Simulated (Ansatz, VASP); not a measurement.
## ScAl3As4: VASP beside Ansatz

Contents of INCAR:

```
SYSTEM = ScAl3As4
ALGO = Normal
EDIFF = 1E-7
EDIFFG = -0.08
ENCUT = 600
GGA = PE
GGA_COMPAT = .FALSE.
IBRION = 2
ISIF = 3
ISMEAR = 0
LASPH = .TRUE.
LCHARG = .FALSE.
LREAL = .FALSE.
LWAVE = .FALSE.
NELM = 120
NELMIN = 4
NSW = 36
PREC = Accurate
SIGMA = 0.2
```

File KPOINTS:

```
k-points
0
G
  3 3 3
  0 0 0
```

The input POSCAR:

```
ScAl3As4
1.0
    5.0679457200      0.0000000000      0.0000000000
    0.0000000000      5.0679457200      0.0000000000
    0.0000000000      0.0000000000      5.0679457200
Sc Al As
1 3 4
Direct
    0.0000000000      0.0000000000      0.0000000000
    0.5000000000      0.5000000000      0.0000000000
    0.5000000000      0.0000000000      0.5000000000
    0.0000000000      0.5000000000      0.5000000000
    0.7557144200      0.7557144200      0.2442855800
    0.7557144200      0.2442855800      0.7557144200
    0.2442855800      0.7557144200      0.7557144200
    0.2442855800      0.2442855800      0.2442855800
```

Input for Ansatz:

```yaml
crystal:
  lattice:
    - [5.06794572, 0.0, 0.0]
    - [0.0, 5.06794572, 0.0]
    - [0.0, 0.0, 5.06794572]
  atoms:
    - { symbol: Sc, position: [0.0, 0.0, 0.0] }
    - { symbol: Al, position: [0.5, 0.5, 0.0] }
    - { symbol: Al, position: [0.5, 0.0, 0.5] }
    - { symbol: Al, position: [0.0, 0.5, 0.5] }
    - { symbol: As, position: [0.75571442, 0.75571442, 0.24428558] }
    - { symbol: As, position: [0.75571442, 0.24428558, 0.75571442] }
    - { symbol: As, position: [0.24428558, 0.75571442, 0.75571442] }
    - { symbol: As, position: [0.24428558, 0.24428558, 0.24428558] }
basis:
  ecutwfc: 420
kpoints:
  mp_grid: { grid: [3, 3, 3] }
hamiltonian:
  xc: pbe
scf:
  occupations: { method: gaussian, width: 0.2 }
  lower_state_search: "off"
output:
  forces: true
  stress: true
  eigenvalues: true
relax:
  adjacent_minimum: "off"
  f_tol: 0.08
  max_steps: 16
  cell: { stress_tol: 0.8 }
```

Change from the starting cell: species swapped into the AlGa3N4 type (P-43m, No. 215).

Alike in both runs: task relaxation of cell and atoms; functional PBE; k mesh 3 × 3 × 3; occupations gaussian, width 0.2 eV; no spin polarisation.

```csv
,VASP,Ansatz
version,VASP 6.6.1,Ansatz 0.2.0
potentials or method,"VASP PAW PBE potentials, release 64 (Sc_sv, Al, As_d), cutoff 600 eV","scalar-relativistic, plane waves, PAW"
valence electrons in the cell,80,80
```

```csv
,VASP,Ansatz,Ansatz less VASP
"gap on the k mesh at the Fermi level, each at its own relaxed structure (eV)",1.66,1.67,+0.006
relaxed volume (Å³/atom),25.03,24.77,-0.267
relaxed cell length with the largest relative difference (Å),5.851,5.830,-0.0209
```

Noted on VASP's run: the volume moved by over 15 % at a fixed basis, so the end points are rough.
